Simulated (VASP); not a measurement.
Set up this calculation in VASP 6.6.1, as the native input.

```
Task                   : single point
Functional             : LDA
Potentials or basis    : VASP PAW LDA potentials, release 64 (Ga_d, N)
Cutoff                 : 520 eV
k mesh                 : 12 × 12 × 6
Occupations            : gaussian, width 0.02 eV
Spin                   : no spin polarisation
Dipole correction      : no
Further INCAR settings : ALGO = Normal; EDIFF = 1e-06; NBANDS = 26
```

The structure of GaN lies in POSCAR:

```
GaN
1.0
    3.1832830186      0.0000000000      0.0000000000
   -1.5916415093      2.7568039615      0.0000000000
    0.0000000000      0.0000000000      5.1838435073
Ga N
2 2
Direct
    0.6666666667      0.3333333333      0.4991606164
    0.3333333333      0.6666666667      0.9991606164
    0.6666666667      0.3333333333      0.8758393836
    0.3333333333      0.6666666667      0.3758393836
```

This cell differs from its parent crystal: strained cell.

These files were run (other wordings do the same):

INCAR

```
SYSTEM = GaN
PREC = Accurate
ENCUT = 520
EDIFF = 1E-6
ISMEAR = 0
SIGMA = 0.02
LREAL = .False.
LASPH = .True.
NELM = 80
ALGO = Normal
ISIF = 2
LWAVE = .False.
LCHARG = .False.
NBANDS = 26
```

KPOINTS

```
Automatic mesh
0
Gamma
  12 12 6
  0 0 0
```

Potentials or basis: VASP PAW LDA potentials, release 64 (Ga_d, N).

Run with:

```bash
$ cat potpaw_LDA.64/Ga_d/POTCAR potpaw_LDA.64/N/POTCAR > POTCAR
$ mpirun -np 1 vasp_std > vasp.out
```

It gave:

- Pressure: -4.4 GPa
- Band gap on the k mesh: 1.96 eV

Caveat: the cell differs from its parent crystal (strained cell); the cell stands under tension.

It took 2.7 min on 1 thread of Intel Xeon 8259CL (shared host), peak memory 0.2 GiB.
